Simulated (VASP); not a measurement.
## SiO2: single point with PBE

The system is SiO2.

```
CELL_PARAMETERS angstrom
0.00000 4.64563 7.32322
2.32481 0.00000 7.32322
2.32481 4.64563 0.00000
ATOMIC_POSITIONS crystal
Si 0.56222 0.56222 0.93778
Si 0.31222 0.31222 0.68778
Si 0.68778 0.68778 0.31222
Si 0.93778 0.93778 0.56222
O 0.62500 0.12500 0.62500
O 0.62500 0.62500 0.12500
O 0.62500 0.62500 0.62500
O 0.12500 0.62500 0.62500
O 0.17874 0.82126 0.17874
O 0.82126 0.17874 0.82126
O 0.42874 0.07126 0.42874
O 0.07126 0.42874 0.07126
```

* Program: VASP 6.6.1
* Task: single point
* Functional: PBE
* Potentials or basis: VASP PAW PBE potentials, release 64 (Si, O)
* Cutoff: 520 eV
* k mesh: 6 × 6 × 6
* Occupations: gaussian, width 0.02 eV
* Spin: no spin polarisation

```yaml
Pressure: 8.1 GPa
Largest_force: 0.041 eV/Å
Band_gap_on_the_k_mesh: 5.88 eV
```

Forces on the atoms (eV/Å):
```
Si   0.000  0.000  0.041
Si   0.000  0.000  0.041
Si   0.000  0.000 -0.041
Si   0.000  0.000 -0.041
O    0.000  0.000  0.000
O    0.000  0.000  0.000
O    0.000  0.000  0.000
O    0.000  0.000  0.000
O    0.000 -0.003  0.000
O    0.000  0.003  0.000
O    0.000 -0.003  0.000
O    0.000  0.003  0.000
```

Stress tensor (GPa, compression positive):
```
8.22 0.00 0.00
0.00 7.95 0.00
0.00 0.00 8.17
```

Levels at points of the mesh, in eV from the valence-band top:
| k point | band 29 | band 30 | band 31 | band 32 | band 33 | band 34 | band 35 | band 36 |
| --- | --- | --- | --- | --- | --- | --- | --- | --- |
| (0.00, 0.00, 0.00) | -0.49 | -0.47 | -0.04 | 0.00 | 5.88 | 8.40 | 8.56 | 8.76 |
| (0.50, 0.00, 0.00) | -0.61 | -0.54 | -0.31 | -0.25 | 8.41 | 8.94 | 9.24 | 9.77 |
| (0.50, 0.50, 0.00) | -0.65 | -0.65 | -0.13 | -0.13 | 7.05 | 7.05 | 8.90 | 8.90 |
| (0.50, 0.00, 0.50) | -0.94 | -0.94 | -0.31 | -0.31 | 7.93 | 7.93 | 9.59 | 9.59 |
| (0.00, 0.50, 0.50) | -0.93 | -0.93 | -0.17 | -0.17 | 8.28 | 8.28 | 9.20 | 9.20 |

It took 16 min on 1 thread of AMD EPYC 9755 128-Core Processor (shared host), peak memory 0.46 GiB.

Caveat: the cell stands under pressure. A k mesh can miss the band edges.
